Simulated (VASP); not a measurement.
Write the native input for VASP 6.6.1 that does the following.

| Property | Result |
| --- | --- |
| Task | single point |
| Functional | r2SCAN |
| Potentials or basis | VASP PAW PBE potentials, release 64 (Rb_sv, Br) |
| Cutoff | 520 eV |
| k mesh | 6 × 6 × 4 |
| Occupations | gaussian, width 0.01 eV |
| Spin | no spin polarisation |
| Dipole correction | no |
| Further INCAR settings | ALGO = Normal; EDIFF = 1e-07; NBANDS = 24 |

The system is RbBr.

```
CELL_PARAMETERS angstrom
4.77109 0.00000 0.00000
-2.38554 4.13188 0.00000
0.00000 0.00000 8.41015
ATOMIC_POSITIONS crystal
Rb 0.00000 0.00000 0.00000
Rb 0.00000 0.00000 0.50000
Br 0.33333 0.66667 0.25000
Br 0.66667 0.33333 0.75000
```

One way to write it, as run:

POSCAR

```
RbBr
1.0
    4.7710886104      0.0000000000      0.0000000000
   -2.3855443052      4.1318839403      0.0000000000
    0.0000000000      0.0000000000      8.4101540433
Rb Br
2 2
Direct
    0.0000000000      0.0000000000      0.0000000000
    0.0000000000      0.0000000000      0.5000000000
    0.3333333333      0.6666666667      0.2500000000
    0.6666666667      0.3333333333      0.7500000000
```

INCAR.step1

```
PREC = Accurate ; ENCUT = 520
ISMEAR = 0 ; SIGMA = 0.01
LREAL = F ; LASPH = T
NELM = 80 ; NBANDS = 24
GGA = PE ; ALGO = Normal
EDIFF = 1E-4 ; LWAVE = T
LCHARG = F
```

INCAR.step2

```
PREC = Accurate ; ENCUT = 520
EDIFF = 1E-7 ; ISMEAR = 0
SIGMA = 0.01 ; LREAL = F
LASPH = T ; NELM = 80
ALGO = Normal ; ISIF = 2
LWAVE = F ; LCHARG = F
METAGGA = R2SCAN ; LMIXTAU = T
NBANDS = 24 ; ISTART = 1
```

KPOINTS

```
regular mesh
0
Gamma
  6 6 4
```

Potentials or basis: VASP PAW PBE potentials, release 64 (Rb_sv, Br).

Command:

```sh
$ cat potpaw_PBE.64/Rb_sv/POTCAR potpaw_PBE.64/Br/POTCAR > POTCAR
$ cp INCAR.step1 INCAR
$ mpirun -np 1 vasp_std > vasp.out
$ cp INCAR.step2 INCAR
$ mpirun -np 1 vasp_std > vasp.out
```

Results of the run:

```yaml
Pressure: 0.0 GPa
Band_gap_on_the_k_mesh: 4.84 eV, direct
```

Caveat: the PAW data sets were made with another functional, which shifts forces and pressure a little.

It took 3.6 min on 1 thread of Intel(R) Xeon(R) Platinum 8375C CPU @ 2.90GHz (Ice Lake), on a shared host, peak memory 0.34 GiB.
